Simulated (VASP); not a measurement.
# TiC (Fm-3m) in VASP: further runs

Aim: see how the results for TiC move with the level of theory and the settings. Levels: LDA, RPBE, revPBE. Tasks: single point.

Program: VASP 6.6.1. These are calculated values, not measurements. Logs are shortened: lines on timing, memory, paths and dates and some standing lists are left out, and cuts for length are marked.

## 1. The cell of the first run

Symmetry: Fm-3m, No. 225, cubic system. The conventional cell has a = 4.319 Å, b = 4.319 Å, c = 4.319 Å, α = 90.00°, β = 90.00°, γ = 90.00°. Within 2.9 Å of Ti (site symmetry m-3m) lie 6 C at 2.16 Å. C (site symmetry m-3m) has 6 Ti at 2.16 Å within 2.9 Å.

## 2. Single point, LDA

INCAR reads:

```
PREC     = Accurate       # precision mode
ENCUT    = 520            # plane-wave cutoff, eV
EDIFF    = 1E-7           # SCF threshold, eV
ISMEAR   = -1             # smearing method
SIGMA    = 0.1            # smearing width, eV
LREAL    = False          # projectors in reciprocal space
LASPH    = True           # aspherical terms in the spheres
NELM     = 80             # most SCF steps
ALGO     = Normal         # electronic algorithm
ISIF     = 2              # what is computed and relaxed
LWAVE    = False          # write WAVECAR
LCHARG   = True           # write CHGCAR
GGA      = CA             # functional
LELF     = True           # ELF
LVHAR    = True         
NBANDS   = 15             # bands
```

KPOINTS reads:

```
regular mesh
0
Gamma
  12 12 12
```

POSCAR reads:

```
TiC
1.0
    0.0000000000      2.1593000000      2.1593000000
    2.1593000000      0.0000000000      2.1593000000
    2.1593000000      2.1593000000      0.0000000000
Ti C
1 1
Direct
    0.0000000000      0.0000000000      0.0000000000
    0.5000000000      0.5000000000      0.5000000000
```

Potentials or basis: VASP PAW LDA potentials, release 64 (Ti_sv, C).

On the command line:

```sh
$ cat potpaw_LDA.64/Ti_sv/POTCAR potpaw_LDA.64/C/POTCAR > POTCAR
$ mpirun -np 1 vasp_std > vasp.out
```

OUTCAR:

```text
PREC = Accurate
   ENCUT = 520
   EDIFF = 1E-7
   ISMEAR = -1
   LREAL = False
   LASPH = True
   NELM = 80
   ISIF = 2
   GGA = CA

 ion  position               nearest neighbor table
   1  0.000  0.000  0.000-   2 2.16   2 2.16   2 2.16   2 2.16   2 2.16   2 2.16
   2  0.500  0.500  0.500-   1 2.16   1 2.16   1 2.16   1 2.16   1 2.16   1 2.16

  LATTYP: Found a face centered cubic cell.
 ALAT       =     4.3186000000

  Lattice vectors:

 A1 = (   0.0000000000,   2.1593000000,   2.1593000000)
 A2 = (   2.1593000000,   0.0000000000,   2.1593000000)
 A3 = (   2.1593000000,   2.1593000000,   0.0000000000)

Analysis of symmetry for initial positions (statically):
=====================================================================
 Subroutine PRICEL returns:
 Original cell was already a primitive cell.

 Routine SETGRP: Setting up the symmetry group for a
 face centered cubic supercell.

 Subroutine GETGRP returns: Found 48 space group operations
 (whereof 48 operations were pure point group operations)
 out of a pool of 48 trial point group operations.

The static configuration has the point symmetry O_h .

Analysis of symmetry for dynamics (positions and initial velocities):
=====================================================================
 Subroutine PRICEL returns:
 Original cell was already a primitive cell.

 Routine SETGRP: Setting up the symmetry group for a
 face centered cubic supercell.

 Subroutine GETGRP returns: Found 48 space group operations
 (whereof 48 operations were pure point group operations)
 out of a pool of 48 trial point group operations.

The dynamic configuration has the point symmetry O_h .

 Subroutine INISYM returns: Found 48 space group operations
 (whereof 48 operations are pure point group operations),
 and found     1 'primitive' translations

----------------------------------------------------------------------------------------

                                     Primitive cell

  volume of cell :      20.1358

  direct lattice vectors                    reciprocal lattice vectors
     0.000000000  2.159300000  2.159300000    -0.231556523  0.231556523  0.231556523
     2.159300000  0.000000000  2.159300000     0.231556523 -0.231556523  0.231556523
     2.159300000  2.159300000  0.000000000     0.231556523  0.231556523 -0.231556523

  length of vectors
     3.053711345  3.053711345  3.053711345     0.401067663  0.401067663  0.401067663

  position of ions in fractional coordinates (direct lattice)
     0.000000000  0.000000000  0.000000000
[... 88 lines left out ...]
   PSTRESS=    0.0 pullay stress
   NELECT =      16.0000    total number of electrons
   NUPDOWN=      -1.0000    fix difference up-down
   EMIN   =  10.00;   EMAX   =-10.00  energy-range for DOS
   EFERMI =   0.00;   METHOD = LEGACY
   ISMEAR =    -1;   SIGMA  =   0.10  broadening in eV -4-tet -1-fermi 0-gaus
   EFERMI_NEDOS =   21; number of points for ismear=-14 and -15
   IALGO  =     38    algorithm
   IMIX   =      4    mixing-type and parameters
     AMIX     =   0.40;   BMIX     =  1.00
     AMIX_MAG =   1.60;   BMIX_MAG =  1.00
  volume/ion in A,a.u.               =      10.07        67.94
  Fermi-wavevector in a.u.,A,eV,Ry     =   1.516323  2.865436 31.283015  2.299237
  Thomas-Fermi vector in A             =   2.625728
   LORBIT       =      0    0 simple, 1 ext, 2 COOP (PROOUT), +10 PAW based schemes
   GGA     = CA    functional components
   LHFCALC =     F    Hartree Fock is set to
   AEXX    =    0.0000 exact exchange contribution
   IVDW    =     0    specifies the selected vdW correction
   LEPSILON=     F    determine dielectric tensor
   LRPA    =     F    only Hartree local field effects (RPA)
 non-spin polarized calculation
  energy-cutoff  :      520.00
  volume of cell :       20.14
 maximum number of plane-waves:       560
   NGX = 11   NGY = 11   NGZ = 11

 number of electron      16.0000002 magnetization

 Free energy of the ion-electron system (eV)
  ---------------------------------------------------
  ext. energy  EPLUGINS =         0.00000000
  ---------------------------------------------------
  free energy    TOTEN  =       -20.52082133 eV

  energy without entropy =      -20.51066874  energy(sigma->0) =      -20.51574503

 E-fermi :   9.3317     XC(G=0): -13.0225

 val. band max:        9.2840472154   @ k =   0.0833   0.0000   0.0000
 cond. band min:       9.3374251528   @ k =   0.5000   0.5000   0.0000
 fundamental gap:      0.0533779374
 Fermi energy:         9.3317148330

 k-point     1 :       0.0000    0.0000    0.0000
  band No.  band energies     occupation
      1     -46.5145      2.00000
      2     -22.9161      2.00000
      3     -22.9161      2.00000
      4     -22.9161      2.00000
      5      -2.9131      2.00000
      6       9.9711      0.00334
      7       9.9711      0.00334
      8       9.9711      0.00334
      9      11.0373      0.00000
     10      11.0373      0.00000
     11      11.0373      0.00000
     12      11.0688      0.00000
     13      11.0688      0.00000
     14      20.0729      0.00000
[... 401 lines left out ...]
      2     -23.3942      2.00000
      3     -23.0641      2.00000
      4     -22.9870      2.00000
      5       0.4260      2.00000
      6       4.1045      2.00000
      7       6.3892      2.00000
      8       6.6619      2.00000
      9      12.0624      0.00000
     10      12.1192      0.00000
     11      13.2028      0.00000
     12      16.0712      0.00000
     13      17.0342      0.00000
     14      19.4863      0.00000
     15      23.7049      0.00000

 [... further k-points ...]

------------------------ aborting loop because EDIFF is reached ----------------------------------------

  FORCE on cell =-STRESS in cart. coord.  units (eV):
  Direction    XX          YY          ZZ          XY          YZ          ZX
  --------------------------------------------------------------------------------------
  -------------------------------------------------------------------------------------
  Total       -1.2289731     -1.2289731     -1.2289731     -0.0000000      0.0000000      0.0000000
  in kB      -97.7876509    -97.7876509    -97.7876509     -0.0000000      0.0000000      0.0000000
  external PRESSURE =     -97.7876509 kB  Pullay stress =       0.0000000 kB

 VOLUME and BASIS-vectors are now :
 -----------------------------------------------------------------------------
  energy-cutoff  :      520.00
  volume of cell :       20.14
      direct lattice vectors                 reciprocal lattice vectors
     0.000000000  2.159300000  2.159300000    -0.231556523  0.231556523  0.231556523
     2.159300000  0.000000000  2.159300000     0.231556523 -0.231556523  0.231556523
     2.159300000  2.159300000  0.000000000     0.231556523  0.231556523 -0.231556523

 POSITION                                       TOTAL-FORCE (eV/Angst)
 -----------------------------------------------------------------------------------
      0.00000      0.00000      0.00000         0.000000     -0.000000     -0.000000
      2.15930      2.15930      2.15930        -0.000000      0.000000      0.000000
 -----------------------------------------------------------------------------------
    total drift:                                0.000000     -0.000000     -0.000000

  FREE ENERGIE OF THE ION-ELECTRON SYSTEM (eV)
  ---------------------------------------------------
  free  energy   TOTEN  =       -20.5208213298 eV

  energy  without entropy=      -20.5106687351  energy(sigma->0) =      -20.51574503
```

Wall time 14 s (1 thread of Intel Xeon Platinum 8488C (Sapphire Rapids), shared host); peak memory 0.14 GiB.

What came out:

* Free energy: -20.5208 eV
* Pressure: -9.8 GPa
* Band gap on the k mesh: zero (band 8 reaches 9.97 eV, above the bottom of band 9 at 8.93 eV)

## 3. Single point, RPBE

INCAR reads:

```
SYSTEM = TiC
PREC = Accurate
ENCUT = 520
EDIFF = 1E-6
ISMEAR = -1
SIGMA = 0.1
LREAL = .FALSE.
LASPH = .TRUE.
NELM = 60
ALGO = Normal
ISIF = 2
LWAVE = .FALSE.
LCHARG = .TRUE.
GGA = RP
LELF = .TRUE.
LVHAR = .TRUE.
NBANDS = 15
```

KPOINTS reads:

```
Automatic mesh
0
G
  12 12 12
  0 0 0
```

POSCAR is that of step 2.

Potentials or basis: VASP PAW PBE potentials, release 64 (Ti_sv, C).

On the command line:

```sh
$ cat potpaw_PBE.64/Ti_sv/POTCAR potpaw_PBE.64/C/POTCAR > POTCAR
$ mpirun -np 1 vasp_std > vasp.out
```

Wall time 12 s (1 thread of Intel Xeon Platinum 8488C (Sapphire Rapids), shared host); peak memory 0.15 GiB.

The run converged. Its results:

```yaml
Free_energy: -17.7963 eV
Pressure: 7.4 GPa
Band_gap_on_the_k_mesh: zero (band 8 reaches 10.35 eV, above the bottom of band 9 at 9.23 eV)
```

Levels at points of the mesh, in eV from the Fermi level:
| k point | band 6 | band 7 | band 8 | band 9 | band 10 | band 11 |
| --- | --- | --- | --- | --- | --- | --- |
| (0.00, 0.00, 0.00) | 0.70 | 0.70 | 0.70 | 1.68 | 1.68 | 1.68 |
| (0.50, 0.00, 0.00) | -5.90 | -2.94 | -2.94 | 2.95 | 2.95 | 4.15 |
| (0.50, 0.50, 0.00) | -3.47 | -1.64 | -0.05 | -0.05 | 2.72 | 3.56 |

Caveat: the PAW data sets were made with another functional, which shifts forces and pressure a little.

## 4. Single point, revPBE

INCAR reads:

```
SYSTEM = TiC
ALGO = Normal
EDIFF = 1E-6
ENCUT = 520
GGA = RE
ISIF = 2
ISMEAR = -1
LASPH = .TRUE.
LCHARG = .TRUE.
LELF = .TRUE.
LREAL = .FALSE.
LVHAR = .TRUE.
LWAVE = .FALSE.
NBANDS = 15
NELM = 80
PREC = Accurate
SIGMA = 0.1
```

KPOINTS reads:

```
k-points
0
G
  12 12 12
  0 0 0
```

POSCAR is that of step 3.

On the command line:

```sh
$ cat potpaw_PBE.64/Ti_sv/POTCAR potpaw_PBE.64/C/POTCAR > POTCAR
$ mpirun -np 1 vasp_std > vasp.out
```

It took 11 s on 1 thread of Intel Xeon Platinum 8488C (Sapphire Rapids), shared host; peak memory 0.15 GiB.

The run converged. Its results:

* Free energy: -17.9639 eV
* Pressure: 6.2 GPa
* Band gap on the k mesh: zero (band 8 reaches 10.31 eV, above the bottom of band 9 at 9.20 eV)

Levels at points of the mesh, in eV from the Fermi level:
| k point | band 4 | band 5 | band 6 | band 7 | band 8 | band 9 | band 10 | band 11 | band 12 | band 13 |
| --- | --- | --- | --- | --- | --- | --- | --- | --- | --- | --- |
| (0.00, 0.00, 0.00) | -32.65 | -12.50 | 0.70 | 0.70 | 0.70 | 1.68 | 1.68 | 1.68 | 1.72 | 1.72 |
| (0.50, 0.00, 0.00) | -32.69 | -8.99 | -5.90 | -2.94 | -2.94 | 2.95 | 2.95 | 4.15 | 8.23 | 8.23 |
| (0.50, 0.50, 0.00) | -32.82 | -10.21 | -3.46 | -1.64 | -0.04 | -0.04 | 2.72 | 3.56 | 3.56 | 5.85 |

Caveat: the PAW data sets were made with another functional, which shifts forces and pressure a little.

## 5. Overview

```tsv
level	potentials or basis	gap on the mesh (eV)	pressure (GPa)
LDA	VASP PAW LDA potentials, release 64 (Ti_sv, C)	none	-9.8
RPBE	VASP PAW PBE potentials, release 64 (Ti_sv, C)	none	7.4
revPBE	VASP PAW PBE potentials, release 64 (Ti_sv, C)	none	6.2
```

Alike in all rows: task single point; no spin polarisation; cell as given; k mesh 12 × 12 × 12; cutoff (eV) 520; smearing fermi-dirac 0.1 eV.

Caveats: the PAW data sets were made with another functional, which shifts forces and pressure a little (some runs).

Total energies depend on the potentials used, so only differences within one code and one set of settings carry meaning.
